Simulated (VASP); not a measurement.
# CdO (Fm-3m) in VASP: notebook

CdO is run at these levels: PBE, r2SCAN; tasks: single point.

Everything below comes from runs of VASP 6.6.1. Logs are shortened: lines on timing, memory, paths and dates and some standing lists are left out, and cuts for length are marked.

## 1. The cell of the first run

The structure is cubic, space group Fm-3m (No. 225). Conventional cell: a = 4.720 Å, b = 4.720 Å, c = 4.720 Å, α = 90.00°, β = 90.00°, γ = 90.00°. Cd (site symmetry m-3m) has 6 O at 2.36 Å within 3.1 Å. Within 3.1 Å of O (site symmetry m-3m) lie 6 Cd at 2.36 Å.

## 2. Single point, PBE (13.14 Å³/atom)

Contents of INCAR:

```
SYSTEM = CdO
PREC = Accurate
ENCUT = 700
EDIFF = 1E-6
ISMEAR = -1
SIGMA = 0.02
LREAL = .False.
LASPH = .True.
NELM = 120
ALGO = Normal
ISIF = 2
LWAVE = .False.
LCHARG = .True.
GGA = PE
LELF = .True.
LVHAR = .True.
NBANDS = 20
GGA_COMPAT = .False.
```

Contents of KPOINTS:

```
Automatic mesh
0
Gamma
  8 8 8
  0 0 0
```

Contents of POSCAR:

```
CdO
1.0
    0.0000000000      2.3597575538      2.3597575538
    2.3597575538      0.0000000000      2.3597575538
    2.3597575538      2.3597575538      0.0000000000
Cd O
1 1
Direct
    0.0000000000      0.0000000000      0.0000000000
    0.5000000000      0.5000000000      0.5000000000
```

Potentials or basis: VASP PAW PBE potentials, release 64 (Cd_sv_GW, O).

Launch:

```
cat potpaw_PBE.64/Cd_sv_GW/POTCAR potpaw_PBE.64/O/POTCAR > POTCAR
mpirun -np 1 vasp_std > vasp.out
```

OUTCAR:

```text
SYSTEM = CdO
   PREC = Accurate
   ENCUT = 700
   EDIFF = 1E-6
   ISMEAR = -1
   LREAL = .False.
   LASPH = .True.
   NELM = 120
   ISIF = 2
   GGA = PE

 ion  position               nearest neighbor table
   1  0.000  0.000  0.000-
   2  0.500  0.500  0.500-

  LATTYP: Found a face centered cubic cell.
 ALAT       =     4.7195151076

  Lattice vectors:

 A1 = (   0.0000000000,   2.3597575538,   2.3597575538)
 A2 = (   2.3597575538,   0.0000000000,   2.3597575538)
 A3 = (   2.3597575538,   2.3597575538,   0.0000000000)

Analysis of symmetry for initial positions (statically):
=====================================================================
 Subroutine PRICEL returns:
 Original cell was already a primitive cell.

 Routine SETGRP: Setting up the symmetry group for a
 face centered cubic supercell.

 Subroutine GETGRP returns: Found 48 space group operations
 (whereof 48 operations were pure point group operations)
 out of a pool of 48 trial point group operations.

The static configuration has the point symmetry O_h .

Analysis of symmetry for dynamics (positions and initial velocities):
=====================================================================
 Subroutine PRICEL returns:
 Original cell was already a primitive cell.

 Routine SETGRP: Setting up the symmetry group for a
 face centered cubic supercell.

 Subroutine GETGRP returns: Found 48 space group operations
 (whereof 48 operations were pure point group operations)
 out of a pool of 48 trial point group operations.

The dynamic configuration has the point symmetry O_h .

 Subroutine INISYM returns: Found 48 space group operations
 (whereof 48 operations are pure point group operations),
 and found     1 'primitive' translations

----------------------------------------------------------------------------------------

                                     Primitive cell

  volume of cell :      26.2804

  direct lattice vectors                    reciprocal lattice vectors
     0.000000000  2.359757554  2.359757554    -0.211886174  0.211886174  0.211886174
     2.359757554  0.000000000  2.359757554     0.211886174 -0.211886174  0.211886174
     2.359757554  2.359757554  0.000000000     0.211886174  0.211886174 -0.211886174

  length of vectors
     3.337201136  3.337201136  3.337201136     0.366997619  0.366997619  0.366997619

  position of ions in fractional coordinates (direct lattice)
     0.000000000  0.000000000  0.000000000
     0.500000000  0.500000000  0.500000000

  ion indices of the primitive-cell ions
   primitive index   ion index
                 1           1
                 2           2

----------------------------------------------------------------------------------------

 KPOINTS: Automatic mesh

Automatic generation of k-mesh.
 Grid dimensions read from file:
 generate k-points for:    8    8    8

 Generating k-lattice:

  Cartesian coordinates                     Fractional coordinates (reciprocal lattice)
    -0.026485772  0.026485772  0.026485772     0.125000000  0.000000000  0.000000000
     0.026485772 -0.026485772  0.026485772     0.000000000  0.125000000  0.000000000
     0.026485772  0.026485772 -0.026485772     0.000000000  0.000000000  0.125000000

  Length of vectors
     0.045874702  0.045874702  0.045874702

  Shift w.r.t. Gamma in fractional coordinates (k-lattice)
     0.000000000  0.000000000  0.000000000

 Subroutine IBZKPT returns following result:
 ===========================================

 Found     29 irreducible k-points:

 Following reciprocal coordinates:
            Coordinates               Weight
  0.000000  0.000000  0.000000      1.000000
  0.125000  0.000000  0.000000      8.000000
  0.250000  0.000000  0.000000      8.000000
  0.375000  0.000000  0.000000      8.000000
  0.500000  0.000000  0.000000      4.000000
  0.125000  0.125000  0.000000      6.000000
[... 16 lines left out ...]
  0.500000  0.250000  0.125000     48.000000
 -0.375000  0.250000  0.125000     24.000000
 [... further k-points ...]
   k-points           NKPTS =     29   k-points in BZ     NKDIM =     29   number of bands    NBANDS=     20
   number of dos      NEDOS =    301   number of ions     NIONS =      2
   total plane-waves  NPLWV =  27000
   dimension x,y,z NGX =    30 NGY =   30 NGZ =   30
   dimension x,y,z NGXF=    60 NGYF=   60 NGZF=   60
   ions per type =               1   1
   NGX,Y,Z   is equivalent  to a cutoff of  14.94, 14.94, 14.94 a.u.
   NGXF,Y,Z  is equivalent  to a cutoff of  29.89, 29.89, 29.89 a.u.
 SYSTEM =  CdO
   PREC   = accura    normal or accurate (medium, high low for compatibility)
   ISTART =      0    job   : 0-new  1-cont  2-samecut
   ICHARG =      2    charge: 1-file 2-atom 10-const
   ISPIN  =      1    spin polarized calculation?
   LNONCOLLINEAR =      F non collinear calculations
   LSORBIT =      F    spin-orbit coupling
   LASPH  =      T    aspherical Exc in radial PAW
   ENCUT  =  700.0 eV  51.45 Ry    7.17 a.u.   7.20  7.20  7.20*2*pi/ulx,y,z
   NELM   =    120;   NELMIN=  2; NELMDL= -5     # of ELM steps
   EDIFF  = 0.1E-05   stopping-criterion for ELM
   LREAL  =      F    real-space projection
   EDIFFG = 0.1E-04   stopping-criterion for IOM
   NSW    =      0    number of steps for IOM
   IBRION =     -1    ionic relax: 0-MD 1-quasi-New 2-CG
   NFREE  =      0    steps in history (QN), initial steepest desc. (CG)
   ISIF   =      2    stress and relaxation
   ISYM   =      2    0-nonsym 1-usesym 2-fastsym
   POTIM  = 0.5000    time-step for ionic-motion
   TEBEG  =    0.0;   TEEND  =   0.0 temperature during run
   PSTRESS=    0.0 pullay stress
   NELECT =      26.0000    total number of electrons
   NUPDOWN=      -1.0000    fix difference up-down
   EMIN   =  10.00;   EMAX   =-10.00  energy-range for DOS
   EFERMI =   0.00;   METHOD = LEGACY
   ISMEAR =    -1;   SIGMA  =   0.02  broadening in eV -4-tet -1-fermi 0-gaus
   EFERMI_NEDOS =   21; number of points for ismear=-14 and -15
   IALGO  =     38    algorithm
   IMIX   =      4    mixing-type and parameters
     AMIX     =   0.40;   BMIX     =  1.00
     AMIX_MAG =   1.60;   BMIX_MAG =  1.00
  volume/ion in A,a.u.               =      13.14        88.67
  Fermi-wavevector in a.u.,A,eV,Ry     =   1.631255  3.082625 36.205013  2.660993
  Thomas-Fermi vector in A             =   2.723421
   LORBIT       =      0    0 simple, 1 ext, 2 COOP (PROOUT), +10 PAW based schemes
   GGA     = PE    functional components
   LHFCALC =     F    Hartree Fock is set to
   AEXX    =    0.0000 exact exchange contribution
   IVDW    =     0    specifies the selected vdW correction
   LEPSILON=     F    determine dielectric tensor
   LRPA    =     F    only Hartree local field effects (RPA)
 non-spin polarized calculation
  energy-cutoff  :      700.00
  volume of cell :       26.28
 maximum number of plane-waves:      1124
 NGX is ok and might be reduce to    30
   NGX = 15   NGY = 15   NGZ = 15

 number of electron      25.9999992 magnetization

 Free energy of the ion-electron system (eV)
  ---------------------------------------------------
  ext. energy  EPLUGINS =         0.00000000
  ---------------------------------------------------
  free energy    TOTEN  =        -7.82403149 eV

  energy without entropy =       -7.82373986  energy(sigma->0) =       -7.82388568

 E-fermi :   4.8691     XC(G=0): -11.8371

 val. band max:        4.8256412175   @ k =   0.5000   0.0000   0.0000
 cond. band min:       5.7583232053   @ k =   0.1250   0.0000   0.0000
 fundamental gap:      0.9326819877
 Fermi energy:         4.8690529174

 k-point     1 :       0.0000    0.0000    0.0000
  band No.  band energies     occupation
      1     -95.6104      2.00000
      2     -56.6892      2.00000
      3     -56.6892      2.00000
      4     -56.6892      2.00000
      5     -12.4366      2.00000
      6      -1.8547      2.00000
[... 12 lines left out ...]
     19      22.8561      0.00000
     20      22.8561      0.00000

 k-point     2 :       0.1250    0.0000    0.0000
  band No.  band energies     occupation
      1     -95.6104      2.00000
      2     -56.6915      2.00000
      3     -56.6896      2.00000
      4     -56.6896      2.00000
      5     -12.3338      2.00000
      6      -1.9172      2.00000
[... 12 lines left out ...]
     19      23.2857      0.00000
     20      23.2857      0.00000

 k-point     3 :       0.2500    0.0000    0.0000
  band No.  band energies     occupation
      1     -95.6100      2.00000
      2     -56.6970      2.00000
      3     -56.6904      2.00000
      4     -56.6904      2.00000
      5     -12.0735      2.00000
      6      -2.1642      2.00000
[... 12 lines left out ...]
     19      24.1788      0.00000
     20      24.1788      0.00000

 k-point     4 :       0.3750    0.0000    0.0000
  band No.  band energies     occupation
      1     -95.6097      2.00000
      2     -56.7025      2.00000
      3     -56.6913      2.00000
      4     -56.6913      2.00000
      5     -11.7931      2.00000
      6      -2.5557      2.00000
[... 12 lines left out ...]
     19      25.5036      0.00000
     20      25.5036      0.00000

 k-point     5 :       0.5000    0.0000    0.0000
  band No.  band energies     occupation
      1     -95.6096      2.00000
      2     -56.7048      2.00000
      3     -56.6916      2.00000
      4     -56.6916      2.00000
      5     -11.6700      2.00000
      6      -2.7541      2.00000
[... 12 lines left out ...]
     19      25.3398      0.00000
     20      26.6969      0.00000

 k-point     6 :       0.1250    0.1250    0.0000
  band No.  band energies     occupation
      1     -95.6103      2.00000
      2     -56.6914      2.00000
      3     -56.6901      2.00000
      4     -56.6901      2.00000
      5     -12.3059      2.00000
      6      -1.9211      2.00000
[... 12 lines left out ...]
     19      23.7934      0.00000
     20      25.6199      0.00000

 k-point     7 :       0.2500    0.1250    0.0000
  band No.  band energies     occupation
      1     -95.6100      2.00000
      2     -56.6955      2.00000
      3     -56.6911      2.00000
      4     -56.6908      2.00000
      5     -12.1151      2.00000
      6      -2.1440      2.00000
[... 12 lines left out ...]
     19      24.3337      0.00000
     20      26.3558      0.00000
[... 277 lines left out ...]
 k-point    20 :      -0.3750    0.3750    0.0000
  band No.  band energies     occupation
      1     -95.6093      2.00000
      2     -56.7014      2.00000
      3     -56.6986      2.00000
      4     -56.6942      2.00000
      5     -11.7267      2.00000
      6      -2.2646      2.00000
[... 12 lines left out ...]
     19      26.0090      0.00000
     20      28.7161      0.00000

 k-point    21 :       0.5000    0.5000    0.0000
  band No.  band energies     occupation
      1     -95.6092      2.00000
      2     -56.7038      2.00000
      3     -56.6954      2.00000
      4     -56.6954      2.00000
      5     -11.8116      2.00000
      6      -2.2970      2.00000
[... 12 lines left out ...]
     19      27.7096      0.00000
     20      29.0974      0.00000

 k-point    22 :       0.3750    0.2500    0.1250
  band No.  band energies     occupation
      1     -95.6098      2.00000
      2     -56.6984      2.00000
      3     -56.6934      2.00000
      4     -56.6915      2.00000
      5     -11.9434      2.00000
      6      -2.2665      2.00000
[... 12 lines left out ...]
     19      25.8729      0.00000
     20      26.5155      0.00000

 k-point    23 :       0.5000    0.2500    0.1250
  band No.  band energies     occupation
      1     -95.6095      2.00000
      2     -56.7014      2.00000
      3     -56.6951      2.00000
      4     -56.6925      2.00000
      5     -11.7665      2.00000
      6      -2.3352      2.00000
[... 12 lines left out ...]
     19      25.1980      0.00000
     20      26.6279      0.00000

 k-point    24 :      -0.3750    0.2500    0.1250
  band No.  band energies     occupation
      1     -95.6094      2.00000
      2     -56.7027      2.00000
      3     -56.6956      2.00000
      4     -56.6930      2.00000
      5     -11.6916      2.00000
      6      -2.4116      2.00000
[... 12 lines left out ...]
     19      24.0896      0.00000
     20      27.1938      0.00000

 [... further k-points ...]

------------------------ aborting loop because EDIFF is reached ----------------------------------------

  FORCE on cell =-STRESS in cart. coord.  units (eV):
  Direction    XX          YY          ZZ          XY          YZ          ZX
  --------------------------------------------------------------------------------------
  -------------------------------------------------------------------------------------
  Total        0.6439569      0.6439569      0.6439569      0.0000000      0.0000000      0.0000000
  in kB       39.2586362     39.2586362     39.2586362      0.0000000      0.0000000      0.0000000
  external PRESSURE =      39.2586362 kB  Pullay stress =       0.0000000 kB

 VOLUME and BASIS-vectors are now :
 -----------------------------------------------------------------------------
  energy-cutoff  :      700.00
  volume of cell :       26.28
      direct lattice vectors                 reciprocal lattice vectors
     0.000000000  2.359757554  2.359757554    -0.211886174  0.211886174  0.211886174
     2.359757554  0.000000000  2.359757554     0.211886174 -0.211886174  0.211886174
     2.359757554  2.359757554  0.000000000     0.211886174  0.211886174 -0.211886174

 POSITION                                       TOTAL-FORCE (eV/Angst)
 -----------------------------------------------------------------------------------
      0.00000      0.00000      0.00000        -0.000000     -0.000000     -0.000000
      2.35976      2.35976      2.35976         0.000000      0.000000      0.000000
 -----------------------------------------------------------------------------------
    total drift:                               -0.000000      0.000000      0.000000

  FREE ENERGIE OF THE ION-ELECTRON SYSTEM (eV)
  ---------------------------------------------------
  free  energy   TOTEN  =        -7.8240314919 eV

  energy  without entropy=       -7.8237398636  energy(sigma->0) =       -7.82388568
```

It took 64 s on 1 thread of AMD EPYC, shared host; peak memory 0.16 GiB.

What came out:

```
Free energy            : -7.8240 eV
Pressure               : 3.9 GPa
Band gap on the k mesh : zero (bands 13 and 14 overlap by 0.43 eV)
```

Caveat: the cell stands under pressure; semilocal functionals underestimate gaps, and a narrow one can read as zero.

## 3. Single point, r2SCAN (13.81 Å³/atom)

This run uses another cell than the first one, of 13.81 Å³/atom.

Contents of POSCAR:

```
CdO
1.0
    0.0000000000      2.3991530901      2.3991530901
    2.3991530901      0.0000000000      2.3991530901
    2.3991530901      2.3991530901      0.0000000000
Cd O
1 1
Direct
    0.0000000000      0.0000000000      0.0000000000
    0.5000000000      0.5000000000      0.5000000000
```

Contents of INCAR.step1:

```
SYSTEM = CdO
PREC     = Accurate       ! precision mode
ENCUT    = 770            ! plane-wave cutoff, eV
ISMEAR   = -1             ! smearing method
SIGMA    = 0.02           ! smearing width, eV
LREAL    = .False.        ! projectors in reciprocal space
LASPH    = .True.         ! aspherical terms in the spheres
NELM     = 120            ! most SCF steps
NBANDS   = 20             ! bands
GGA      = PE             ! functional
ALGO     = Normal         ! electronic algorithm
EDIFF    = 1E-5           ! SCF threshold, eV
LWAVE    = .True.         ! write WAVECAR
LCHARG   = .False.        ! write CHGCAR
GGA_COMPAT= .False.
```

Contents of INCAR.step2:

```
SYSTEM = CdO
PREC     = Accurate       ! precision mode
ENCUT    = 770            ! plane-wave cutoff, eV
EDIFF    = 1E-6           ! SCF threshold, eV
ISMEAR   = -1             ! smearing method
SIGMA    = 0.02           ! smearing width, eV
LREAL    = .False.        ! projectors in reciprocal space
LASPH    = .True.         ! aspherical terms in the spheres
NELM     = 120            ! most SCF steps
ALGO     = Normal         ! electronic algorithm
ISIF     = 2              ! what is computed and relaxed
LWAVE    = .False.        ! write WAVECAR
LCHARG   = .False.        ! write CHGCAR
METAGGA  = R2SCAN         ! meta-GGA
LMIXTAU  = .True.       
NBANDS   = 20             ! bands
ISTART   = 1            
GGA_COMPAT= .False.
```

Contents of KPOINTS:

```
regular mesh
0
Gamma
  8 8 8
  0 0 0
```

Potentials or basis: VASP PAW PBE potentials, release 64 (Cd_sv_GW, O).

Launch:

```
cat potpaw_PBE.64/Cd_sv_GW/POTCAR potpaw_PBE.64/O/POTCAR > POTCAR
cp INCAR.step1 INCAR
mpirun -np 1 vasp_std > vasp.out
cp INCAR.step2 INCAR
mpirun -np 1 vasp_std > vasp.out
```

It took 2.4 min on 1 thread of Intel Xeon Platinum 8175M at 2.50GHz (Skylake/Cascade Lake), shared host; peak memory 0.21 GiB.

The run converged. Its results:

```
Free energy            : -28.6348 eV
Pressure               : -7.9 GPa
Band gap on the k mesh : zero (bands 13 and 14 overlap by 0.02 eV)
```

Levels at points of the mesh, in eV from the Fermi level:
| k point | band 11 | band 12 | band 13 | band 14 | band 15 | band 16 |
| --- | --- | --- | --- | --- | --- | --- |
| (0.00, 0.00, 0.00) | -1.19 | -1.19 | -1.19 | -0.07 | 15.08 | 17.30 |
| (0.50, 0.00, 0.00) | -3.71 | -0.05 | -0.05 | 4.97 | 7.54 | 12.38 |
| (0.50, 0.50, 0.00) | -3.92 | -2.08 | -2.08 | 4.28 | 8.96 | 11.52 |

Caveat: the cell stands under tension; semilocal functionals underestimate gaps, and a narrow one can read as zero; the PAW data sets were made with another functional, which shifts forces and pressure a little.

The gap in the log of VASP goes by the Fermi energy; the results here count the filled bands.